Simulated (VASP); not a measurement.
A run of VASP 6.6.1 is set up as follows.

INCAR

```
PREC = Accurate
ENCUT = 520
EDIFF = 1E-6
ISMEAR = 0
SIGMA = 0.1
LREAL = F
LASPH = T
NELM = 80
ALGO = Normal
ISIF = 2
LWAVE = F
LCHARG = T
GGA = PE
LELF = T
LVHAR = T
NBANDS = 21
```

File KPOINTS:

```
regular mesh
0
Gamma
  6 6 2
```

POSCAR

```
B3Sb2P
1.0
    4.0659190300      0.0000000000      0.0000000000
   -2.0329595100      3.5211891700      0.0000000000
    0.0000000000      0.0000000000      7.9867272000
B Sb P
3 2 1
Direct
    0.6666666700      0.3333333300      0.5000000000
    0.0000000000      0.0000000000      0.0000000000
    0.0000000000      0.0000000000      0.5000000000
    0.3333333300      0.6666666700      0.2478150000
    0.3333333300      0.6666666700      0.7521850000
    0.6666666700      0.3333333300      0.0000000000
```

Potentials or basis: VASP PAW PBE potentials, release 64 (B, Sb, P).

The run is started by

```bash
$ cat potpaw_PBE.64/B/POTCAR potpaw_PBE.64/Sb/POTCAR potpaw_PBE.64/P/POTCAR > POTCAR
$ mpirun -np 1 vasp_std > vasp.out
```

(1) Predict the largest force.

(2) What does it give for the band gap on the k mesh?

(3) Predict the pressure.

## Answers

(1) 0.455 eV/Å.

(2) zero (band 12 reaches 6.33 eV, above the bottom of band 13 at 5.32 eV).

(3) -16.1 GPa.

Caveat: the k points lie up to 0.39 Å⁻¹ apart; spin-orbit coupling is left out, which moves the levels of the heavy elements.
